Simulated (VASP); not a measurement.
Crystal: InP.

```
In P
1.0
     0.00000    3.04240    2.85301
     3.04240    0.00000    2.85301
     3.04240    3.04240    0.00000
In P
1 1
Direct
  0.00000 0.00000 0.00000
  0.25000 0.25000 0.25000
```

This cell differs from its parent crystal: epitaxial xy strain +3.0%.

Base run:

- Program: VASP 6.6.1
- Functional: r2SCAN
- Potentials or basis: VASP PAW PBE potentials, release 64 (In_d, P)
- Cutoff: 520 eV
- k mesh: 8 × 8 × 8
- Occupations: gaussian, width 0.01 eV
- Spin: no spin polarisation

Its results: band gap on the k mesh 0.68 eV, direct; pressure -1.8 GPa.

**Question.** The run is repeated on the same cell with these changes: functional from r2SCAN to PBE; occupations from gaussian, width 0.01 eV to fermi-dirac, width 0.02 eV. What comes out?

**Answer.** Band gap on the k mesh 0.26 eV, direct; pressure 0.0 GPa.

Caveats: spin-orbit coupling is left out, which moves the levels of the heavy elements; the PAW data sets were made with another functional, which shifts forces and pressure a little (some runs).

